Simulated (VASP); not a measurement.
A run of VASP 6.6.1 is set up as follows.

File POSCAR:

```
Pd
1.0
    0.0000000000      1.9450000000      1.9450000000
    1.9450000000      0.0000000000      1.9450000000
    1.9450000000      1.9450000000      0.0000000000
Pd
1
Direct
    0.0000000000      0.0000000000      0.0000000000
```

File INCAR.step1:

```
PREC = Accurate
ENCUT = 520
ISMEAR = -1
SIGMA = 0.1
LREAL = False
LASPH = True
NELM = 80
NBANDS = 11
GGA = PE
ALGO = Normal
EDIFF = 1E-4
LWAVE = True
LCHARG = False
```

The input INCAR.step2:

```
PREC = Accurate
ENCUT = 520
EDIFF = 1E-7
ISMEAR = -1
SIGMA = 0.1
LREAL = False
LASPH = True
NELM = 80
ALGO = Normal
ISIF = 2
LWAVE = False
LCHARG = False
METAGGA = R2SCAN
LMIXTAU = True
NBANDS = 11
ISTART = 1
```

KPOINTS

```
Automatic mesh
0
Gamma
  4 4 4
```

Potentials or basis: VASP PAW PBE potentials, release 64 (Pd).

The run is started by

```console
$ cat potpaw_PBE.64/Pd/POTCAR > POTCAR
$ cp INCAR.step1 INCAR
$ mpirun -np 1 vasp_std > vasp.out
$ cp INCAR.step2 INCAR
$ mpirun -np 1 vasp_std > vasp.out
```

(1) Predict the band gap on the k mesh.

(2) Estimate the pressure.

Answers

(1) zero (band 5 reaches 10.04 eV, above the bottom of band 6 at 8.40 eV).

(2) 3.1 GPa.

Caveat: the k points lie up to 0.70 Å⁻¹ apart; the PAW data sets were made with another functional, which shifts forces and pressure a little.
